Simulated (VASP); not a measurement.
Input of a VASP 6.6.1 run:

INCAR

```
ALGO = Normal
EDIFF = 1E-8
ENCUT = 520
ISIF = 2
ISMEAR = -1
LASPH = T
LCHARG = F
LEFG = T
LREAL = F
LWAVE = F
NBANDS = 11
NELM = 100
PREC = Accurate
SIGMA = 0.01
```

The input KPOINTS:

```
k-points
0
Gamma
  6 6 6
```

Contents of POSCAR:

```
BAs
1.0
    0.0000000000      2.4096270000      2.4096270000
    2.4096270000      0.0000000000      2.4096270000
    2.4096270000      2.4096270000      0.0000000000
B As
1 1
Direct
    0.7500000000      0.7500000000      0.7500000000
    0.0000000000      0.0000000000      0.0000000000
```

Potentials or basis: VASP PAW LDA potentials, release 64 (B, As).

Command:

```console
$ cat potpaw_LDA.64/B/POTCAR potpaw_LDA.64/As/POTCAR > POTCAR
$ mpirun -np 1 vasp_std > vasp.out
```

Task: Estimate the band gap on the k mesh.

Result: 1.24 eV, indirect (least direct gap 3.21 eV).

Task: Estimate the pressure.

Result: -6.4 GPa.

Caveat: without QUAD_EFG the Cq values of the log hold for a quadrupole moment of 1 mb, not for the nuclei. A k mesh can miss the band edges.
